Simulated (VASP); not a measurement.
# KF in VASP: a series of runs

KF is run at these levels: PBE, r2SCAN; tasks: single point.

All numbers are computed with VASP 6.6.1; they aren't measurements. Logs are shortened: lines on timing, memory, paths and dates and some standing lists are left out, and cuts for length are marked.

## Step 1: The cell of the first run

The structure is orthorhombic, space group Immm (No. 71). The conventional cell has a = 3.723 Å, b = 3.798 Å, c = 5.318 Å, α = 90.00°, β = 90.00°, γ = 90.00°. K (site symmetry mmm) has 6 F at 2.66 Å within 3.5 Å. F (site symmetry mmm) has 6 K at 2.66 Å within 3.5 Å.

## Step 2: Single point, PBE (shear xy strain +2.0%)

Contents of INCAR:

```
PREC = Accurate ; ENCUT = 520
EDIFF = 1E-7 ; ISMEAR = -1
SIGMA = 0.02 ; LREAL = F
LASPH = T ; NELM = 80
ALGO = Normal ; ISIF = 2
LWAVE = F ; LCHARG = F
GGA = PE ; NBANDS = 15
```

Contents of KPOINTS:

```
regular mesh
0
Gamma
  8 8 8
```

Contents of POSCAR:

```
KF
1.0
    0.0265896056      2.6589605554      2.6589605554
    2.6589605554      0.0265896056      2.6589605554
    2.6855501609      2.6855501609     -0.0000000001
K F
1 1
Direct
    0.0000000000      0.0000000000      0.0000000000
    0.5000000000      0.5000000000      0.5000000000
```

Potentials or basis: VASP PAW PBE potentials, release 64 (K_sv, F).

Started as:

```sh
cat potpaw_PBE.64/K_sv/POTCAR potpaw_PBE.64/F/POTCAR > POTCAR
mpirun -np 1 vasp_std > vasp.out
```

OUTCAR:

```text
PREC = Accurate
   ENCUT = 520
   EDIFF = 1E-7
   ISMEAR = -1
   LREAL = F
   LASPH = T
   NELM = 80
   ISIF = 2
   GGA = PE

 ion  position               nearest neighbor table
   1  0.000  0.000  0.000-   2 2.66   2 2.66   2 2.66   2 2.66   2 2.66   2 2.66
   2  0.500  0.500  0.500-   1 2.66   1 2.66   1 2.66   1 2.66   1 2.66   1 2.66

  LATTYP: Found a body centered orthorhombic cell.
 ALAT       =     3.7227346984
 B/A-ratio  =     1.0202020202
 C/A-ratio  =     1.4284985479

  Lattice vectors:

 A1 = (   2.6589605553,   0.0265896055,  -2.6589605555)
 A2 = (  -2.6589605554,  -0.0265896056,  -2.6589605554)
 A3 = (   0.0265896056,   2.6589605554,   2.6589605554)

Analysis of symmetry for initial positions (statically):
=====================================================================
 Subroutine PRICEL returns:
 Original cell was already a primitive cell.

 Routine SETGRP: Setting up the symmetry group for a
 body centered orthorhombic supercell.

 Subroutine GETGRP returns: Found  8 space group operations
 (whereof  8 operations were pure point group operations)
 out of a pool of  8 trial point group operations.

The static configuration has the point symmetry D_2h.

Analysis of symmetry for dynamics (positions and initial velocities):
=====================================================================
 Subroutine PRICEL returns:
 Original cell was already a primitive cell.

 Routine SETGRP: Setting up the symmetry group for a
 body centered orthorhombic supercell.

 Subroutine GETGRP returns: Found  8 space group operations
 (whereof  8 operations were pure point group operations)
 out of a pool of  8 trial point group operations.

The dynamic configuration has the point symmetry D_2h.

 Subroutine INISYM returns: Found  8 space group operations
 (whereof  8 operations are pure point group operations),
 and found     1 'primitive' translations

----------------------------------------------------------------------------------------

                                     Primitive cell

  volume of cell :      37.5943

  direct lattice vectors                    reciprocal lattice vectors
     0.026589606  2.658960555  2.658960555    -0.189942835  0.189942835  0.188043406
     2.658960555  0.026589606  2.658960555     0.189942835 -0.189942835  0.188043406
     2.685550161  2.685550161 -0.000000000     0.186181590  0.186181590 -0.188043406

  length of vectors
     3.760432087  3.760432087  3.797941460     0.327897672  0.327897672  0.323554465

  position of ions in fractional coordinates (direct lattice)
     0.000000000  0.000000000  0.000000000
     0.500000000  0.500000000  0.500000000

  ion indices of the primitive-cell ions
   primitive index   ion index
                 1           1
                 2           2

----------------------------------------------------------------------------------------

 KPOINTS: regular mesh

Automatic generation of k-mesh.
 Grid dimensions read from file:
 generate k-points for:    8    8    8

 Generating k-lattice:

  Cartesian coordinates                     Fractional coordinates (reciprocal lattice)
    -0.023742854  0.023742854  0.023505426     0.125000000  0.000000000  0.000000000
     0.023742854 -0.023742854  0.023505426     0.000000000  0.125000000  0.000000000
     0.023272699  0.023272699 -0.023505426    -0.000000000 -0.000000000  0.125000000

  Length of vectors
     0.040987209  0.040987209  0.040444308

  Shift w.r.t. Gamma in fractional coordinates (k-lattice)
     0.000000000  0.000000000  0.000000000

 Subroutine IBZKPT returns following result:
 ===========================================

 Found     95 irreducible k-points:

 Following reciprocal coordinates:
            Coordinates               Weight
  0.000000  0.000000  0.000000      1.000000
  0.125000  0.000000  0.000000      4.000000
  0.250000  0.000000  0.000000      4.000000
  0.375000  0.000000 -0.000000      4.000000
  0.500000  0.000000  0.000000      2.000000
  0.125000  0.125000  0.000000      2.000000
[... 16 lines left out ...]
  0.125000 -0.000000  0.125000      4.000000
  0.250000  0.000000  0.125000      8.000000
 [... further k-points ...]
   k-points           NKPTS =     95   k-points in BZ     NKDIM =     95   number of bands    NBANDS=     15
   number of dos      NEDOS =    301   number of ions     NIONS =      2
   total plane-waves  NPLWV =  21952
   dimension x,y,z NGX =    28 NGY =   28 NGZ =   28
   dimension x,y,z NGXF=    56 NGYF=   56 NGZF=   56
   ions per type =               1   1
   NGX,Y,Z   is equivalent  to a cutoff of  12.38, 12.38, 12.26 a.u.
   NGXF,Y,Z  is equivalent  to a cutoff of  24.76, 24.76, 24.51 a.u.
 SYSTEM =  unknown system
   PREC   = accura    normal or accurate (medium, high low for compatibility)
   ISTART =      0    job   : 0-new  1-cont  2-samecut
   ICHARG =      2    charge: 1-file 2-atom 10-const
   ISPIN  =      1    spin polarized calculation?
   LNONCOLLINEAR =      F non collinear calculations
   LSORBIT =      F    spin-orbit coupling
   LASPH  =      T    aspherical Exc in radial PAW
   ENCUT  =  520.0 eV  38.22 Ry    6.18 a.u.   6.99  6.99  7.06*2*pi/ulx,y,z
   NELM   =     80;   NELMIN=  2; NELMDL= -5     # of ELM steps
   EDIFF  = 0.1E-06   stopping-criterion for ELM
   LREAL  =      F    real-space projection
   EDIFFG = 0.1E-05   stopping-criterion for IOM
   NSW    =      0    number of steps for IOM
   IBRION =     -1    ionic relax: 0-MD 1-quasi-New 2-CG
   NFREE  =      0    steps in history (QN), initial steepest desc. (CG)
   ISIF   =      2    stress and relaxation
   ISYM   =      2    0-nonsym 1-usesym 2-fastsym
   POTIM  = 0.5000    time-step for ionic-motion
   TEBEG  =    0.0;   TEEND  =   0.0 temperature during run
   PSTRESS=    0.0 pullay stress
   NELECT =      16.0000    total number of electrons
   NUPDOWN=      -1.0000    fix difference up-down
   EMIN   =  10.00;   EMAX   =-10.00  energy-range for DOS
   EFERMI =   0.00;   METHOD = LEGACY
   ISMEAR =    -1;   SIGMA  =   0.02  broadening in eV -4-tet -1-fermi 0-gaus
   EFERMI_NEDOS =   21; number of points for ismear=-14 and -15
   IALGO  =     38    algorithm
   IMIX   =      4    mixing-type and parameters
     AMIX     =   0.40;   BMIX     =  1.00
     AMIX_MAG =   1.60;   BMIX_MAG =  1.00
  volume/ion in A,a.u.               =      18.80       126.85
  Fermi-wavevector in a.u.,A,eV,Ry     =   1.231423  2.327053 20.631924  1.516404
  Thomas-Fermi vector in A             =   2.366234
   LORBIT       =      0    0 simple, 1 ext, 2 COOP (PROOUT), +10 PAW based schemes
   GGA     = PE    functional components
   LHFCALC =     F    Hartree Fock is set to
   AEXX    =    0.0000 exact exchange contribution
   IVDW    =     0    specifies the selected vdW correction
   LEPSILON=     F    determine dielectric tensor
   LRPA    =     F    only Hartree local field effects (RPA)
 non-spin polarized calculation
  energy-cutoff  :      520.00
  volume of cell :       37.59
 maximum number of plane-waves:      1023
   NGX = 13   NGY = 13   NGZ = 15

 number of electron      16.0000008 magnetization

 Free energy of the ion-electron system (eV)
  ---------------------------------------------------
  ext. energy  EPLUGINS =         0.00000000
  ---------------------------------------------------
  free energy    TOTEN  =        -8.28297632 eV

  energy without entropy =       -8.28297632  energy(sigma->0) =       -8.28297632

 E-fermi :  -2.3215     XC(G=0):  -8.4705

 val. band max:       -2.7540645738   @ k =   0.0000   0.0000   0.0000
 cond. band min:       3.4774985755   @ k =   0.0000   0.0000   0.0000
 fundamental gap:      6.2315631493
 Fermi energy:        -2.3215072220

 k-point     1 :       0.0000    0.0000    0.0000
  band No.  band energies     occupation
      1     -28.8635      2.00000
      2     -21.4284      2.00000
      3     -12.1072      2.00000
      4     -12.1031      2.00000
      5     -12.0981      2.00000
      6      -2.7735      2.00000
      7      -2.7645      2.00000
      8      -2.7541      2.00000
      9       3.4775      0.00000
     10       7.8543      0.00000
     11       7.9520      0.00000
     12       8.0565      0.00000
     13       9.6481      0.00000
     14       9.6486      0.00000
     15      14.2723      0.00000

 k-point     2 :       0.1250    0.0000    0.0000
  band No.  band energies     occupation
      1     -28.8485      2.00000
      2     -21.4421      2.00000
      3     -12.1441      2.00000
      4     -12.1125      2.00000
      5     -12.1082      2.00000
      6      -2.9020      2.00000
      7      -2.8302      2.00000
      8      -2.8160      2.00000
      9       3.9227      0.00000
     10       7.7508      0.00000
     11       8.0723      0.00000
     12       8.2124      0.00000
     13       9.7900      0.00000
     14       9.7923      0.00000
     15      15.0576      0.00000

 k-point     3 :       0.2500    0.0000    0.0000
  band No.  band energies     occupation
      1     -28.8118      2.00000
      2     -21.4744      2.00000
      3     -12.2504      2.00000
      4     -12.1251      2.00000
      5     -12.1241      2.00000
      6      -3.2076      2.00000
      7      -2.9641      2.00000
      8      -2.9461      2.00000
      9       5.0284      0.00000
     10       7.3891      0.00000
     11       8.6159      0.00000
     12       8.7633      0.00000
     13      10.2305      0.00000
     14      10.2438      0.00000
     15      16.1181      0.00000

 k-point     4 :       0.3750    0.0000   -0.0000
  band No.  band energies     occupation
      1     -28.7747      2.00000
      2     -21.5077      2.00000
      3     -12.3552      2.00000
      4     -12.1398      2.00000
      5     -12.1374      2.00000
      6      -3.4720      2.00000
      7      -3.0940      2.00000
      8      -3.0721      2.00000
      9       6.1028      0.00000
     10       7.5257      0.00000
     11       9.1327      0.00000
     12       9.2773      0.00000
     13      11.0169      0.00000
     14      11.0551      0.00000
     15      14.6204      0.00000
[... 307 lines left out ...]
 k-point    22 :       0.0000    0.0000    0.1250
  band No.  band energies     occupation
      1     -28.8492      2.00000
      2     -21.4427      2.00000
      3     -12.1458      2.00000
      4     -12.1090      2.00000
      5     -12.1040      2.00000
      6      -2.9122      2.00000
      7      -2.8215      2.00000
      8      -2.8064      2.00000
      9       3.9093      0.00000
     10       7.6574      0.00000
     11       8.1244      0.00000
     12       8.2643      0.00000
     13       9.7993      0.00000
     14       9.8025      0.00000
     15      15.0044      0.00000

 k-point    23 :       0.1250   -0.0000    0.1250
  band No.  band energies     occupation
      1     -28.8442      2.00000
      2     -21.4446      2.00000
      3     -12.1352      2.00000
      4     -12.1350      2.00000
      5     -12.1217      2.00000
      6      -3.0138      2.00000
      7      -2.7829      2.00000
      8      -2.7821      2.00000
      9       4.0337      0.00000
     10       7.3945      0.00000
     11       8.3630      0.00000
     12       8.3709      0.00000
     13       9.8072      0.00000
     14       9.8310      0.00000
     15      15.2837      0.00000

 k-point    24 :       0.2500    0.0000    0.1250
  band No.  band energies     occupation
      1     -28.8151      2.00000
      2     -21.4653      2.00000
      3     -12.2286      2.00000
      4     -12.1651      2.00000
      5     -12.1381      2.00000
      6      -3.2111      2.00000
      7      -2.8814      2.00000
      8      -2.8479      2.00000
      9       4.8780      0.00000
     10       7.0212      0.00000
     11       8.7730      0.00000
     12       8.9184      0.00000
     13      10.0606      0.00000
     14      10.1345      0.00000
     15      16.4271      0.00000

 [... further k-points ...]

------------------------ aborting loop because EDIFF is reached ----------------------------------------

  FORCE on cell =-STRESS in cart. coord.  units (eV):
  Direction    XX          YY          ZZ          XY          YZ          ZX
  --------------------------------------------------------------------------------------
  -------------------------------------------------------------------------------------
  Total        0.4615673      0.4615673      0.4599137     -0.0602105      0.0000000      0.0000000
  in kB       19.6708621     19.6708621     19.6003865     -2.5660216      0.0000000      0.0000000
  external PRESSURE =      19.6473703 kB  Pullay stress =       0.0000000 kB

 VOLUME and BASIS-vectors are now :
 -----------------------------------------------------------------------------
  energy-cutoff  :      520.00
  volume of cell :       37.59
      direct lattice vectors                 reciprocal lattice vectors
     0.026589606  2.658960555  2.658960555    -0.189942835  0.189942835  0.188043406
     2.658960555  0.026589606  2.658960555     0.189942835 -0.189942835  0.188043406
     2.685550161  2.685550161 -0.000000000     0.186181590  0.186181590 -0.188043406

 POSITION                                       TOTAL-FORCE (eV/Angst)
 -----------------------------------------------------------------------------------
      0.00000      0.00000      0.00000        -0.000000      0.000000     -0.000000
      2.68555      2.68555      2.65896         0.000000     -0.000000      0.000000
 -----------------------------------------------------------------------------------
    total drift:                                0.000000      0.000000      0.000000

  FREE ENERGIE OF THE ION-ELECTRON SYSTEM (eV)
  ---------------------------------------------------
  free  energy   TOTEN  =        -8.2829763170 eV

  energy  without entropy=       -8.2829763170  energy(sigma->0) =       -8.28297632
```

Wall time 34 s (1 thread of AMD EPYC 7R13 (Zen 3), shared host); peak memory 0.16 GiB.

Results:

- Free energy: -8.2830 eV
- Pressure: 2.0 GPa
- Band gap on the k mesh: 6.23 eV, direct

Stress tensor (GPa, compression positive):
```
 1.97 -0.26  0.00
-0.26  1.97  0.00
 0.00  0.00  1.96
```

Caveat: the cell differs from its parent crystal (shear xy strain +2.0%).

## Step 3: Single point, r2SCAN (epitaxial 111 strain -0.5%)

Contents of POSCAR:

```
KF
1.0
    0.0167879801      2.6624537327      2.6624537327
    2.6624537327      0.0167879801      2.6624537327
    2.6624537327      2.6624537327      0.0167879801
K F
1 1
Direct
    0.0000000000      0.0000000000      0.0000000000
    0.5000000000      0.5000000000      0.5000000000
```

Contents of INCAR.step1:

```
SYSTEM = KF
ALGO = Normal
EDIFF = 1E-4
ENCUT = 520
GGA = PE
ISMEAR = 0
LASPH = .TRUE.
LCHARG = .FALSE.
LREAL = .FALSE.
LWAVE = .TRUE.
NBANDS = 15
NELM = 60
PREC = Accurate
SIGMA = 0.01
```

Contents of INCAR.step2:

```
SYSTEM = KF
ALGO = Normal
EDIFF = 1E-6
ENCUT = 520
ISIF = 2
ISMEAR = 0
ISTART = 1
LASPH = .TRUE.
LCHARG = .FALSE.
LMIXTAU = .TRUE.
LREAL = .FALSE.
LWAVE = .FALSE.
METAGGA = R2SCAN
NBANDS = 15
NELM = 60
PREC = Accurate
SIGMA = 0.01
```

Contents of KPOINTS:

```
k-points
0
G
  8 8 8
  0 0 0
```

Potentials or basis: VASP PAW PBE potentials, release 64 (K_sv, F).

Started as:

```sh
cat potpaw_PBE.64/K_sv/POTCAR potpaw_PBE.64/F/POTCAR > POTCAR
cp INCAR.step1 INCAR
mpirun -np 1 vasp_std > vasp.out
cp INCAR.step2 INCAR
mpirun -np 1 vasp_std > vasp.out
```

It took 1.8 min on 1 thread of AMD EPYC 7R13 (Zen 3), shared host; peak memory 0.15 GiB.

It converged, with:

```
Free energy            : -14.9724 eV
Pressure               : 0.2 GPa
Band gap on the k mesh : 6.93 eV, direct
```

Stress tensor (GPa, compression positive):
```
 0.18 -0.08 -0.08
-0.08  0.18 -0.08
-0.08 -0.08  0.18
```

Levels at points of the mesh, in eV from the valence-band top:
```tsv
k point	band 6	band 7	band 8	band 9	band 10	band 11
(0.00, 0.00, 0.00)	-0.01	0.00	0.00	6.93	11.44	11.54
(0.50, 0.00, 0.00)	-0.79	-0.37	-0.35	9.77	11.41	12.97
(0.50, 0.50, 0.00)	-0.20	-0.06	-0.05	8.78	11.33	12.59
(0.50, 0.50, 0.50)	-0.79	-0.34	-0.34	9.74	11.37	13.00
```

Caveat: the cell differs from its parent crystal (epitaxial 111 strain -0.5%); the PAW data sets were made with another functional, which shifts forces and pressure a little. A k mesh can miss the band edges.

(Part 1 of 2 ends here.)
